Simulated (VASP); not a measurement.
# Ge2BiO2 (P4mm) in VASP: further runs, part 2 of 2

VASP 6.6.1. The steps go on from the part before.

## 3. Single point, PBE

This run uses another cell than the first one, of 19.47 Å³/atom.

INCAR reads:

```
PREC     = Accurate       # precision mode
ENCUT    = 520            # plane-wave cutoff, eV
EDIFF    = 1E-7           # SCF threshold, eV
ISMEAR   = 0              # smearing method
SIGMA    = 0.1            # smearing width, eV
LREAL    = F              # projectors in reciprocal space
LASPH    = T              # aspherical terms in the spheres
NELM     = 100            # most SCF steps
ALGO     = Normal         # electronic algorithm
ISIF     = 2              # what is computed and relaxed
LWAVE    = F              # write WAVECAR
LCHARG   = F              # write CHGCAR
GGA      = PE             # functional
NBANDS   = 36             # bands
```

KPOINTS reads:

```
regular mesh
0
Gamma
  6 6 4
```

POSCAR reads:

```
Ge2BiO2
1.0
    3.6349236300      0.0000000000      0.0000000000
    0.0000000000      3.6349236300      0.0000000000
    0.0000000000      0.0000000000      7.3686469100
Ge Bi O
2 1 2
Direct
    0.5000000000      0.0000000000      0.1809170900
    0.0000000000      0.5000000000      0.1809170900
    0.5000000000      0.5000000000      0.4674850100
    0.5000000000      0.0000000000      0.4398501800
    0.0000000000      0.5000000000      0.4398501800
```

Potentials or basis: VASP PAW PBE potentials, release 64 (Ge_d, Bi_d, O).

Command:

```bash
$ cat potpaw_PBE.64/Ge_d/POTCAR potpaw_PBE.64/Bi_d/POTCAR potpaw_PBE.64/O/POTCAR > POTCAR
$ mpirun -np 1 vasp_std > vasp.out
```

Run time: 45 s. Hardware: 1 thread of Intel Xeon 6975P-C (Granite Rapids), shared host; peak memory 0.25 GiB.

Results (log left out):

| Property | Result |
| --- | --- |
| Free energy | -15.4323 eV |
| Pressure | 62.9 GPa |
| Largest force | 11.128 eV/Å |
| Band gap on the k mesh | zero (an odd number of electrons rules out a gap without spin polarisation) |

Forces on the atoms (eV/Å):
```
Ge   0.000  0.000 -3.994
Ge   0.000  0.000 -3.994
Bi   0.000  0.000 11.128
O    0.000  0.000 -1.570
O    0.000  0.000 -1.570
```

Stress tensor (GPa, compression positive):
```
80.57  0.00  0.00
 0.00 80.57  0.00
 0.00  0.00 27.62
```

Levels at points of the mesh, in eV from the Fermi level:
```tsv
k point	band 26	band 27	band 28	band 29	band 30	band 31
(0.00, 0.00, 0.00)	-1.82	-1.82	-0.66	-0.16	0.89	4.08
(0.50, 0.00, 0.00)	-0.73	0.77	0.80	1.48	1.73	3.48
(0.50, 0.50, 0.00)	-4.01	-3.48	-0.38	2.93	2.93	4.13
(0.00, 0.00, 0.50)	-1.83	-1.83	-0.64	-0.29	0.86	3.94
(0.50, 0.00, 0.50)	-0.57	0.51	0.80	1.45	1.48	3.23
(0.50, 0.50, 0.50)	-4.01	-3.48	-0.17	2.53	2.53	3.88
```

Caveat: the cell stands under pressure; spin-orbit coupling is left out, which moves the levels of the heavy elements; an odd number of electrons without spin polarisation forces a metal; a magnetic or distorted state may lie lower.

## 4. Relaxation of cell and atoms, PBE

This run uses another cell than the first one, of 19.47 Å³/atom.

INCAR reads:

```
SYSTEM = Ge2BiO2
  PREC = Accurate
  ENCUT = 600
  EDIFF = 1E-6
  ISMEAR = 0
  SIGMA = 0.1
  LREAL = .FALSE.
  LASPH = .TRUE.
  NELM = 100
  ALGO = Normal
  ISIF = 3
  LWAVE = .FALSE.
  LCHARG = .FALSE.
  GGA = PE
  IBRION = 2
  NSW = 90
  EDIFFG = -0.04
```

KPOINTS reads:

```
regular mesh
0
G
  6 6 4
  0 0 0
```

POSCAR is that of step 3.

Command:

```bash
$ cat potpaw_PBE.64/Ge_d/POTCAR potpaw_PBE.64/Bi_d/POTCAR potpaw_PBE.64/O/POTCAR > POTCAR
$ mpirun -np 1 vasp_std > vasp.out
```

Run time: 30 min. Hardware: 1 thread of Intel Xeon 6975P-C (Granite Rapids), shared host; peak memory 0.3 GiB.

Results (log left out):

| Quantity | Value |
| --- | --- |
| Free energy | -25.9111 eV |
| Relaxed volume | 18.79 Å³/atom |
| Relaxed cell | a = 4.086 Å, b = 4.086 Å, c = 5.627 Å, α = 90.00°, β = 90.00°, γ = 90.00° |
| Space group after relaxing (to 0.1 Å) | P4mm (No. 99) |
| Energy gained by relaxing | 2093.8 meV/atom |
| Ionic steps | 60 |
| Pressure after relaxing | 0.0 GPa |
| Largest force after relaxing | 0.008 eV/Å |
| Band gap on the k mesh | zero (an odd number of electrons rules out a gap without spin polarisation) |

Forces on the atoms (eV/Å):
```
Ge   0.000  0.000  0.006
Ge   0.000  0.000  0.006
Bi   0.000  0.000  0.003
O    0.000  0.000 -0.008
O    0.000  0.000 -0.008
```

The path:
```
step  energy change (eV)  largest force (eV/Å)  pressure (GPa)  volume (Å³)
   1              0.0000               11.1259           62.85        97.36
   3             -9.3432                1.8376           -5.23       152.95
   5             -9.4879                2.0472           -1.57       143.56
   7             -9.9327                0.8294           -0.17       140.23
   9            -10.1153                0.3063           -2.54       137.01
  11            -10.1193                0.5360           -2.80       136.62
  13            -10.1771                0.8088           -1.91       131.01
  15            -10.1979                0.5608           -1.06       129.17
  17            -10.2126                0.1778            0.11       127.38
  19            -10.2145                0.0920           -0.07       127.42
  21            -10.2164                0.0566           -0.17       127.15
  23            -10.2230                0.0882           -0.63       125.93
  25            -10.2325                0.5154           -2.20       120.80
  27            -10.2329                0.5165           -2.21       120.71
  29            -10.2346                0.5221           -2.28       120.32
  31            -10.2421                0.5361           -2.39       118.72
  33            -10.2843                0.4732           -2.89       112.20
  35             -9.6020                1.1563           15.42        84.25
  37            -10.0993                2.4185            6.38        93.01
  39            -10.0345                2.5574            7.83        91.53
  41            -10.3569                0.4239            0.37        94.57
  43            -10.3603                0.3362           -0.32        94.96
  45            -10.3980                0.2014           -0.39        94.40
  47            -10.4348                0.4619           -0.58        93.08
  49            -10.4459                0.2591            1.07        91.58
  51            -10.4585                0.1596            0.74        91.85
  53            -10.4662                0.1499            0.14        93.09
  55            -10.4680                0.1376           -0.21        93.91
  57            -10.4681                0.1331           -0.24        94.08
  59            -10.4688                0.0474            0.01        93.96
  60            -10.4690                0.0078            0.05        93.95
```

Final structure:
```
Ge Bi O
1.0
     4.08612    0.00000    0.00000
     0.00000    4.08612    0.00000
     0.00000    0.00000    5.62687
Ge Bi O
2 1 2
Direct
  0.50000 0.00000 0.10527
  0.00000 0.50000 0.10527
  0.50000 0.50000 0.61717
  0.50000 0.00000 0.44066
  0.00000 0.50000 0.44066
```

Levels at points of the mesh, in eV from the Fermi level:
| k point | band 26 | band 27 | band 28 | band 29 | band 30 | band 31 |
| --- | --- | --- | --- | --- | --- | --- |
| (0.00, 0.00, 0.00) | -2.37 | -0.75 | -0.75 | -0.64 | 3.13 | 3.13 |
| (0.50, 0.00, 0.00) | -2.90 | 1.20 | 1.29 | 1.30 | 1.55 | 1.83 |
| (0.50, 0.50, 0.00) | -3.50 | -2.48 | -2.30 | 2.83 | 2.83 | 3.38 |
| (0.00, 0.00, 0.50) | -1.78 | -1.35 | -1.35 | -0.17 | 2.29 | 4.21 |
| (0.50, 0.00, 0.50) | -3.57 | 0.15 | 0.47 | 1.36 | 1.40 | 2.11 |
| (0.50, 0.50, 0.50) | -2.84 | -2.29 | -1.38 | 0.21 | 0.21 | 3.93 |

Caveat: a cell axis changed by over 15 % at a fixed basis, so the end point is rough; spin-orbit coupling is left out, which moves the levels of the heavy elements; an odd number of electrons without spin polarisation forces a metal; a magnetic or distorted state may lie lower.

## 5. Single point, PBE

INCAR reads:

```
SYSTEM = Ge2BiO2
PREC     = Accurate       ! precision mode
ENCUT    = 520            ! plane-wave cutoff, eV
EDIFF    = 1E-6           ! SCF threshold, eV
ISMEAR   = 0              ! smearing method
SIGMA    = 0.1            ! smearing width, eV
LREAL    = .False.        ! projectors in reciprocal space
LASPH    = .True.         ! aspherical terms in the spheres
NELM     = 60             ! most SCF steps
ALGO     = Normal         ! electronic algorithm
ISIF     = 2              ! what is computed and relaxed
LWAVE    = .False.        ! write WAVECAR
LCHARG   = .True.         ! write CHGCAR
GGA      = PE             ! functional
LELF     = .True.         ! ELF
LVHAR    = .True.       
NBANDS   = 36             ! bands
```

KPOINTS reads:

```
Automatic mesh
0
Gamma
  10 10 8
  0 0 0
```

POSCAR reads:

```
Ge2BiO2
1.0
    4.0891372573      0.0000000000      0.0000000000
    0.0000000000      4.0891372573      0.0000000000
    0.0000000000      0.0000000000      5.6283988823
Ge Bi O
2 1 2
Direct
    0.5000000000      0.0000000000      0.1054369401
    0.0000000000      0.5000000000      0.1054369401
    0.5000000000      0.5000000000      0.6169328256
    0.5000000000      0.0000000000      0.4406064222
    0.0000000000      0.5000000000      0.4406064222
```

Command:

```bash
$ cat potpaw_PBE.64/Ge_d/POTCAR potpaw_PBE.64/Bi_d/POTCAR potpaw_PBE.64/O/POTCAR > POTCAR
$ mpirun -np 1 vasp_std > vasp.out
```

It took 2.1 min on 1 thread of Intel Xeon 6975P-C (Granite Rapids), shared host; peak memory 0.41 GiB.

The run converged. Its results:

```
Free energy            : -25.8899 eV
Pressure               : 0.1 GPa
Largest force          : 0.049 eV/Å
Band gap on the k mesh : zero (an odd number of electrons rules out a gap without spin polarisation)
```

Forces in eV/Å, atoms in the order of the input:
```
Ge   0.000  0.000 -0.018
Ge   0.000  0.000 -0.018
Bi   0.000  0.000  0.049
O    0.000  0.000 -0.006
O    0.000  0.000 -0.006
```

Levels at points of the mesh, in eV from the Fermi level:
```tsv
k point	band 24	band 25	band 26	band 27	band 28	band 29	band 30	band 31	band 32	band 33
(0.00, 0.00, 0.00)	-3.10	-3.10	-2.34	-0.72	-0.72	-0.61	3.16	3.16	3.82	4.67
(0.50, 0.00, 0.00)	-3.69	-3.66	-2.86	1.23	1.32	1.33	1.58	1.86	3.14	3.67
(0.50, 0.50, 0.00)	-4.64	-3.62	-3.46	-2.45	-2.26	2.86	2.86	3.41	4.34	4.70
(0.00, 0.00, 0.50)	-3.11	-3.11	-1.75	-1.32	-1.32	-0.14	2.32	4.24	4.24	5.25
(0.50, 0.00, 0.50)	-3.77	-3.64	-3.53	0.19	0.50	1.39	1.43	2.13	2.14	4.73
(0.50, 0.50, 0.50)	-3.85	-3.46	-2.80	-2.26	-1.34	0.25	0.25	3.96	5.31	6.89
```

Caveat: spin-orbit coupling is left out, which moves the levels of the heavy elements; an odd number of electrons without spin polarisation forces a metal; a magnetic or distorted state may lie lower.

## 6. Summary

```csv
task,cell,k mesh,cutoff (eV),gap on the mesh (eV),pressure (GPa),largest force (eV/Å)
single point,"a = 4.088, b = 4.088, c = 5.634 Å, 5 atoms, atomic positions A",6 × 6 × 4,520,none,0.1,0.05
single point,"a = 3.635, b = 3.635, c = 7.369 Å, 5 atoms, atomic positions B",6 × 6 × 4,520,none,62.9,11.13
relaxation of cell and atoms,"relaxed from a = 3.635, b = 3.635, c = 7.369 Å, 5 atoms, atomic positions B",6 × 6 × 4,600,none,0.0,0.01
single point,"a = 4.089, b = 4.089, c = 5.628 Å, 5 atoms, atomic positions A",10 × 10 × 8,520,none,0.1,0.05
```

Alike in all rows: level PBE; potentials or basis VASP PAW PBE potentials, release 64 (Ge_d, Bi_d, O); no spin polarisation; smearing gaussian 0.1 eV.

Caveats: spin-orbit coupling is left out, which moves the levels of the heavy elements; an odd number of electrons without spin polarisation forces a metal; a magnetic or distorted state may lie lower; the cell stands under pressure (at least some runs); a cell axis changed by over 15 % at a fixed basis, so the end point is rough (at least some runs).

Absolute energies hang on the potentials; compare differences alone.
